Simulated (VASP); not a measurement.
# Ti12B in VASP: single point with PBE

Aim: the single point of Ti12B with PBE.

Program: VASP 6.6.1. These are calculated values, not measurements. Logs are shortened: lines on timing, memory, paths and dates and some standing lists are left out, and cuts for length are marked.

### Step 1. The cell of the first run

The cell holds a slab with vacuum, 13 atoms: a = 5.815 Å, b = 5.815 Å, c = 19.994 Å, α = 90.00°, β = 90.00°, γ = 120.00°.

### Step 2. Single point, PBE

File INCAR:

```
PREC     = Accurate       # precision mode
ENCUT    = 520            # plane-wave cutoff, eV
EDIFF    = 1E-6           # SCF threshold, eV
ISMEAR   = 0              # smearing method
SIGMA    = 0.1            # smearing width, eV
LREAL    = F              # projectors in reciprocal space
LASPH    = T              # aspherical terms in the spheres
NELM     = 60             # most SCF steps
ALGO     = Normal         # electronic algorithm
ISIF     = 2              # what is computed and relaxed
LWAVE    = F              # write WAVECAR
LCHARG   = F              # write CHGCAR
LDIPOL   = T            
IDIPOL   = 3            
DIPOL    = 0.5 0.5 0.326
GGA      = PE             # functional
NBANDS   = 86             # bands
```

File KPOINTS:

```
regular mesh
0
Gamma
  6 6 1
```

File POSCAR:

```
Ti12B
1.0
    5.8150893888      0.0000000000      0.0000000000
   -2.9075446944      5.0360151360      0.0000000000
    0.0000000000      0.0000000000     19.9935258287
Ti B
12 1
Direct
    0.3333333333      0.1666666667      0.2000647627
    0.3333333333      0.6666666667      0.2000647627
    0.8333333333      0.1666666667      0.2000647627
    0.8333333333      0.6666666667      0.2000647627
    0.1666666667      0.3333333333      0.3124429309
    0.1666666667      0.8333333333      0.3124429309
    0.6666666667      0.3333333333      0.3124429309
    0.6666666667      0.8333333333      0.3124429309
    0.0000000000      0.0000000000      0.4248138073
    0.0000000000      0.5000000000      0.4248138073
    0.5000000000      0.0000000000      0.4248138073
    0.5000000000      0.5000000000      0.4248138073
    0.3333333333      0.1666666667      0.4897084204
```

Potentials or basis: VASP PAW PBE potentials, release 64 (Ti_sv, B).

Run with:

```sh
> cat potpaw_PBE.64/Ti_sv/POTCAR potpaw_PBE.64/B/POTCAR > POTCAR
> mpirun -np 1 vasp_std > vasp.out
```

OUTCAR:

```text
PREC = Accurate
   ENCUT = 520
   EDIFF = 1E-6
   ISMEAR = 0
   LREAL = F
   LASPH = T
   NELM = 60
   ISIF = 2
   GGA = PE

 ion  position               nearest neighbor table
   1  0.333  0.167  0.200-   5 2.80   7 2.80   6 2.80   3 2.91   3 2.91   2 2.91   2 2.91   4 2.91
                             4 2.91
   2  0.333  0.667  0.200-   6 2.80   8 2.80   5 2.80   4 2.91   4 2.91   3 2.91   1 2.91   1 2.91
                             3 2.91
   3  0.833  0.167  0.200-   7 2.80   5 2.80   8 2.80   1 2.91   1 2.91   2 2.91   4 2.91   4 2.91
                             2 2.91
   4  0.833  0.667  0.200-   8 2.80   6 2.80   7 2.80   2 2.91   2 2.91   1 2.91   3 2.91   3 2.91
                             1 2.91
   5  0.167  0.333  0.312-  12 2.80   9 2.80  10 2.80   1 2.80   3 2.80   2 2.80   7 2.91   7 2.91
                             6 2.91   6 2.91   8 2.91   8 2.91
   6  0.167  0.833  0.312-  11 2.80  10 2.80   9 2.80   2 2.80   4 2.80   1 2.80   8 2.91   8 2.91
                             7 2.91   5 2.91   5 2.91   7 2.91
   7  0.667  0.333  0.312-  10 2.80  11 2.80  12 2.80   3 2.80   1 2.80   4 2.80   5 2.91   5 2.91
                             6 2.91   8 2.91   8 2.91   6 2.91
   8  0.667  0.833  0.312-   9 2.80  12 2.80  11 2.80   4 2.80   2 2.80   3 2.80   6 2.91   6 2.91
                             5 2.91   7 2.91   7 2.91   5 2.91
   9  0.000  0.000  0.425-  13 2.12   8 2.80   5 2.80   6 2.80  11 2.91  11 2.91  10 2.91  10 2.91
                            12 2.91  12 2.91
  10  0.000  0.500  0.425-   7 2.80   6 2.80   5 2.80  12 2.91  12 2.91   9 2.91   9 2.91  11 2.91
                            11 2.91
  11  0.500  0.000  0.425-  13 2.12   6 2.80   7 2.80   8 2.80   9 2.91   9 2.91  10 2.91  12 2.91
                            12 2.91  10 2.91
  12  0.500  0.500  0.425-  13 2.12   5 2.80   8 2.80   7 2.80  10 2.91  10 2.91   9 2.91  11 2.91
                            11 2.91   9 2.91
  13  0.333  0.167  0.490-   9 2.12  12 2.12  11 2.12

  LATTYP: Found a hexagonal cell.
 ALAT       =     5.8150893888
 C/A-ratio  =     3.4382147018

  Lattice vectors:

 A1 = (   5.8150893888,   0.0000000000,   0.0000000000)
 A2 = (  -2.9075446944,   5.0360151360,   0.0000000000)
 A3 = (   0.0000000000,   0.0000000000,  19.9935258287)

Analysis of symmetry for initial positions (statically):
=====================================================================
 Subroutine PRICEL returns:
 Original cell was already a primitive cell.

 Routine SETGRP: Setting up the symmetry group for a
 hexagonal supercell.

 Subroutine GETGRP returns: Found  6 space group operations
 (whereof  2 operations were pure point group operations)
 out of a pool of 24 trial point group operations.

The static configuration has the point symmetry C_1h.
 The point group associated with its full space group is C_3v.

[... 142 lines left out ...]
   GGA     = PE    functional components
   LHFCALC =     F    Hartree Fock is set to
   AEXX    =    0.0000 exact exchange contribution
   IVDW    =     0    specifies the selected vdW correction
   LEPSILON=     F    determine dielectric tensor
   LRPA    =     F    only Hartree local field effects (RPA)
 non-spin polarized calculation
 Gauss-broadening in eV      SIGMA  =   0.10
  energy-cutoff  :      520.00
  volume of cell :      585.51
 maximum number of plane-waves:     15843
 NGX is ok and might be reduce to    48
   NGX = 21   NGY = 21   NGZ = 75

 dipolmoment           0.000000      0.000000     -0.537859 electrons x Angstroem

 number of electron     146.9999974 magnetization

 dipolmoment           0.000000      0.000000      0.103624 electrons x Angstroem

 Free energy of the ion-electron system (eV)
  ---------------------------------------------------
  ext. energy  EPLUGINS =         0.00000000
  ---------------------------------------------------
  free energy    TOTEN  =       -92.27353587 eV

  energy without entropy =      -92.15004078  energy(sigma->0) =      -92.21178832

 E-fermi :   0.0310     XC(G=0):  -5.1621

 val. band max:        0.0137728892   @ k =   0.3333   0.3333   0.0000
 cond. band min:       0.0315410156   @ k =   0.3333   0.0000   0.0000
 fundamental gap:      0.0177681264
 Fermi energy:         0.0309905802

 k-point     1 :       0.0000    0.0000    0.0000
  band No.  band energies     occupation
      1     -56.7988      2.00000
      2     -56.7655      2.00000
      3     -56.7117      2.00000
      4     -56.7117      2.00000
      5     -56.7108      2.00000
      6     -56.5103      2.00000
[... 605 lines left out ...]
     84       0.5525      0.00000
     85       1.1689      0.00000
 [bands above 85 left out]

------------------------ aborting loop because EDIFF is reached ----------------------------------------

 vacuum level on the upper side and lower side of the slab       (xc-potential included)         0.169        -0.478

  FORCE on cell =-STRESS in cart. coord.  units (eV):
  Direction    XX          YY          ZZ          XY          YZ          ZX
  --------------------------------------------------------------------------------------
  -------------------------------------------------------------------------------------
  Total       -0.0849495     -0.0849495      2.1823867     -0.0000000      0.0000000      0.0000000
  in kB       -0.2324550     -0.2324550      5.9718580     -0.0000000      0.0000000      0.0000000
  external PRESSURE =       1.8356494 kB  Pullay stress =       0.0000000 kB

 VOLUME and BASIS-vectors are now :
 -----------------------------------------------------------------------------
  energy-cutoff  :      520.00
  volume of cell :      585.51
      direct lattice vectors                 reciprocal lattice vectors
     5.815089389  0.000000000  0.000000000     0.171966402  0.099284849  0.000000000
    -2.907544694  5.036015136  0.000000000     0.000000000  0.198569697  0.000000000
     0.000000000  0.000000000 19.993525829     0.000000000  0.000000000  0.050016191

 POSITION                                       TOTAL-FORCE (eV/Angst)
 -----------------------------------------------------------------------------------
      1.45377      0.83934      4.00000         0.000000      0.000000      0.006738
     -0.00000      3.35734      4.00000        -0.048113     -0.027778      0.047560
      4.36132      0.83934      4.00000         0.000000      0.055556      0.047560
      2.90754      3.35734      4.00000         0.048113     -0.027778      0.047560
      0.00000      1.67867      6.24684        -0.226000      0.130481     -0.212478
     -1.45377      4.19668      6.24684        -0.000000     -0.260962     -0.212478
      2.90754      1.67867      6.24684         0.226000      0.130481     -0.212478
      1.45377      4.19668      6.24684         0.000000      0.000000     -0.657802
      0.00000      0.00000      8.49353         0.118867      0.068628      0.143641
     -1.45377      2.51801      8.49353         0.000000      0.000000      0.698353
      2.90754      0.00000      8.49353        -0.118867      0.068628      0.143641
      1.45377      2.51801      8.49353         0.000000     -0.137256      0.143641
      1.45377      0.83934      9.79100         0.000000      0.000000      0.016542
 -----------------------------------------------------------------------------------
    total drift:                               -0.000006      0.000004      0.000497

  FREE ENERGIE OF THE ION-ELECTRON SYSTEM (eV)
  ---------------------------------------------------
  free  energy   TOTEN  =       -92.2735358656 eV

  energy  without entropy=      -92.1500407780  energy(sigma->0) =      -92.21178832

 vacuum level on the upper side and lower side of the slab         5.119         4.451
```

Run time: 23 min. Hardware: 1 thread of Intel Xeon Platinum 8175M at 2.50GHz (Skylake/Cascade Lake), shared host; peak memory 0.82 GiB.

Results:

| Quantity | Value |
| --- | --- |
| Free energy | -92.2735 eV |
| Largest force | 0.698 eV/Å |
| Band gap on the k mesh | zero (an odd number of electrons rules out a gap without spin polarisation) |

Forces on the atoms (eV/Å):
```
Ti   0.000  0.000  0.007
Ti  -0.048 -0.028  0.048
Ti   0.000  0.056  0.048
Ti   0.048 -0.028  0.048
Ti  -0.226  0.130 -0.212
Ti   0.000 -0.261 -0.212
Ti   0.226  0.130 -0.212
Ti   0.000  0.000 -0.658
Ti   0.119  0.069  0.144
Ti   0.000  0.000  0.698
Ti  -0.119  0.069  0.144
Ti   0.000 -0.137  0.144
B    0.000  0.000  0.017
```
